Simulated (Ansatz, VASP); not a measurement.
## GaP: VASP beside Ansatz

File POSCAR:

```
GaP
1.0
    0.0000000000      2.7253992947      2.7253992947
    2.5643281964      0.0000000000      2.7253992947
    2.5643281964      2.7253992947      0.0000000000
Ga P
1 1
Direct
    0.0000000000      0.0000000000      0.0000000000
    0.2500000000      0.2500000000      0.2500000000
```

File INCAR.step1:

```
SYSTEM = GaP
PREC = Accurate
ENCUT = 520
ISMEAR = 0
SIGMA = 0.01
LREAL = .False.
LASPH = .True.
NELM = 100
NBANDS = 16
GGA = PE
ALGO = Normal
EDIFF = 1E-4
LWAVE = .True.
LCHARG = .False.
```

INCAR.step2

```
SYSTEM = GaP
PREC = Accurate
ENCUT = 520
EDIFF = 1E-6
ISMEAR = 0
SIGMA = 0.01
LREAL = .False.
LASPH = .True.
NELM = 100
ALGO = Normal
ISIF = 2
LWAVE = .False.
LCHARG = .False.
METAGGA = R2SCAN
LMIXTAU = .True.
NBANDS = 16
ISTART = 1
```

Contents of KPOINTS:

```
regular mesh
0
Gamma
  8 8 8
  0 0 0
```

Input for Ansatz:

```yaml
crystal:
  lattice:
    - [0.0, 2.7253992947, 2.7253992947]
    - [2.5643281964, 0.0, 2.7253992947]
    - [2.5643281964, 2.7253992947, 0.0]
  atoms:
    - { symbol: Ga, position: [0.0, 0.0, 0.0] }
    - { symbol: P, position: [0.25, 0.25, 0.25] }
kpoints:
  mp_grid: { grid: [8, 8, 8] }
  band_path:
    path:
      - [0.0, 0.0, 0.0]
      - [-0.5, -0.5, 0.0]
      - [-0.375, -0.375, 0.25]
      - [-0.375, 0.0, 0.375]
      - [0.0, 0.0, 0.5]
      - [-0.5, -0.25, 0.25]
      - [0.0, 0.419271, 0.419271]
    npoints: 1
hamiltonian:
  xc: r2scan
scf:
  occupations: { method: fixed }
  n_extra_bands: 4
output:
  forces: true
  stress: true
  eigenvalues: true
```

Change from the starting cell: uniaxial_x strain -5.9%.

Alike in both runs: task single point; functional r2SCAN; k mesh 8 × 8 × 8; no spin polarisation.

```csv
,VASP,Ansatz
version,VASP 6.6.1,Ansatz 0.2.0
potentials or method,"VASP PAW PBE potentials, release 64 (Ga_d, P)","plane waves, PAW"
plane-wave cutoff (eV),520,500
occupations,"gaussian, width 0.01 eV",fixed
valence electrons in the cell,18,18
```

```tsv
	VASP	Ansatz	Ansatz less VASP
gap on the k mesh at the Fermi level (eV)	1.18	1.17	-0.006
pressure (GPa)	6.0	6.0	+0.04
traceless stress, the component that is largest in VASP (GPa)	2.97	2.95	-0.022
```

VASP's potentials were made for PBE, not for r2SCAN.
